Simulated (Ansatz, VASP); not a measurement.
## TaN: VASP beside Ansatz

INCAR

```
SYSTEM = TaN
  ALGO = Normal
  EDIFF = 1E-6
  ENCUT = 520
  GGA = PS
  ISIF = 2
  ISMEAR = 0
  LASPH = .TRUE.
  LCHARG = .FALSE.
  LREAL = .FALSE.
  LWAVE = .FALSE.
  NBANDS = 15
  NELM = 100
  PREC = Accurate
  SIGMA = 0.1
```

File KPOINTS:

```
k-points
0
G
  12 12 14
  0 0 0
```

The input POSCAR:

```
TaN
1.0
    3.0806201195      0.0000001111     -0.0010888769
   -1.5403099635      2.6678953384      0.0010888769
   -1.5412076600      0.8898166573      2.5395023900
Ta N
1 1
Direct
    0.5000000000      0.5000000000      0.5000000000
    0.0000000000      0.0000000000      0.0000000000
```

Input for Ansatz:

```yaml
crystal:
  lattice:
    - [3.0806201195, 1.111e-07, -0.0010888769]
    - [-1.5403099635, 2.6678953384, 0.0010888769]
    - [-1.54120766, 0.8898166573, 2.53950239]
  atoms:
    - { symbol: Ta, position: [0.5, 0.5, 0.5] }
    - { symbol: "N", position: [0.0, 0.0, 0.0] }
basis:
  ecutwfc: 420
kpoints:
  mp_grid: { grid: [12, 12, 14] }
hamiltonian:
  xc: pbesol
scf:
  occupations: { method: gaussian, width: 0.1 }
output:
  forces: true
  stress: true
  eigenvalues: true
```

Change from the starting cell: band edges of the strained film's bulk.

Alike in both runs: task single point; functional PBEsol; k mesh 12 × 12 × 14; occupations gaussian, width 0.1 eV; no spin polarisation.

```csv
,VASP,Ansatz
version,VASP 6.6.1,Ansatz 0.2.0
potentials or method,"VASP PAW PBE potentials, release 64 (Ta_pv, N), cutoff 520 eV","scalar-relativistic, plane waves, PAW"
valence electrons in the cell,16,18
```

Ansatz gave:

- gap on the k mesh at the Fermi level (eV): none
- pressure (GPa): 1.3
- traceless stress, the component that is largest in VASP (GPa): -1.34

Estimate VASP's values.

gap on the k mesh at the Fermi level (eV): none; pressure (GPa): 2.4; traceless stress, the component that is largest in VASP (GPa): -1.35.

VASP's potentials were made for PBE, not for PBEsol. A gap of «none» marks a metal or a gap that the smearing closes. VASP's potentials hold 16 valence electrons a cell and Ansatz's 18, so a difference there can come from the potentials and not from the codes.

Neither program's run includes spin-orbit coupling.
